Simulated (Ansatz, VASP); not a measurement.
# Ag: VASP beside Ansatz

```xyz
1
Lattice="0.0000 2.3599 2.0521 2.3599 0.0000 2.0521 2.3599 2.3599 0.0000" Properties=species:S:1:pos:R:3 pbc="T T T"
Ag    0.0000    0.0000    0.0000
```

Change from the starting cell: strain +0.1500 x Voigt [1, 1, 0, 0, 0, 0], atoms carried along.

Alike in both runs: task single point; functional r2SCAN; k mesh 26 × 26 × 26; occupations gaussian, width 0.15 eV; no spin polarisation.

|  | VASP | Ansatz |
| --- | --- | --- |
| version | VASP 6.6.1 | Ansatz 0.2.0 |
| potentials or method | VASP PAW PBE potentials, release 64 (Ag), cutoff 520 eV | scalar-relativistic, plane waves, PAW |
| valence electrons in the cell | 11 | 19 |

VASP gave:

| Item | Value |
| --- | --- |
| gap on the k mesh at the Fermi level (eV) | none |
| pressure (GPa) | -12.9 |
| traceless stress, the component that is largest in VASP (GPa) | 0.46 |

**Question.** Estimate Ansatz's values.

**Answer.** gap on the k mesh at the Fermi level (eV): none; pressure (GPa): -12.8; traceless stress, the component that is largest in VASP (GPa): 0.45.

VASP's potentials were made for PBE, not for r2SCAN. A gap of «none» marks a metal or a gap that the smearing closes. VASP's potentials hold 11 valence electrons a cell and Ansatz's 19, so a difference there can come from the potentials and not from the codes.
